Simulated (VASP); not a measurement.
Here is a VASP 6.6.1 calculation.

File INCAR:

```
SYSTEM = CoSi
  ALGO = Normal
  EDIFF = 1E-6
  ENCUT = 520
  GGA = PS
  ISIF = 2
  ISMEAR = 0
  LASPH = .True.
  LCHARG = .False.
  LREAL = .False.
  LWAVE = .False.
  NBANDS = 36
  NELM = 80
  PREC = Accurate
  SIGMA = 0.1
```

The input KPOINTS:

```
k-points
0
Gamma
  8 8 8
  0 0 0
```

Contents of POSCAR:

```
CoSi
1.0
    4.4380000000      0.0000000000      0.0000000000
    0.0000000000      4.4380000000      0.0000000000
    0.0000000000      0.0000000000      4.4380000000
Co Si
4 4
Direct
    0.1400000000      0.1400000000      0.1400000000
    0.3600000000      0.8600000000      0.6400000000
    0.6400000000      0.3600000000      0.8600000000
    0.8600000000      0.6400000000      0.3600000000
    0.8430000000      0.8430000000      0.8430000000
    0.6570000000      0.1570000000      0.3430000000
    0.3430000000      0.6570000000      0.1570000000
    0.1570000000      0.3430000000      0.6570000000
```

Potentials or basis: VASP PAW PBE potentials, release 64 (Co, Si).

Run with:

```console
$ cat potpaw_PBE.64/Co/POTCAR potpaw_PBE.64/Si/POTCAR > POTCAR
$ mpirun -np 1 vasp_std > vasp.out
```

**Question.** What does it give for the largest force?

**Answer.** 0.243 eV/Å.

**Question.** Estimate the pressure.

**Answer.** -7.0 GPa.

Forces in eV/Å, atoms in the order of the input:
```
Co   0.140  0.140  0.140
Co  -0.140 -0.140  0.140
Co   0.140 -0.140 -0.140
Co  -0.140  0.140 -0.140
Si  -0.038 -0.038 -0.038
Si   0.038  0.038 -0.038
Si  -0.038  0.038  0.038
Si   0.038 -0.038  0.038
```

Caveat: the cell stands under tension; the PAW data sets were made with another functional, which shifts forces and pressure a little; the run has no spin polarisation, though such a crystal can be magnetic. Spin polarisation is off, so any magnetic state and its effect on volume and gap are missing.
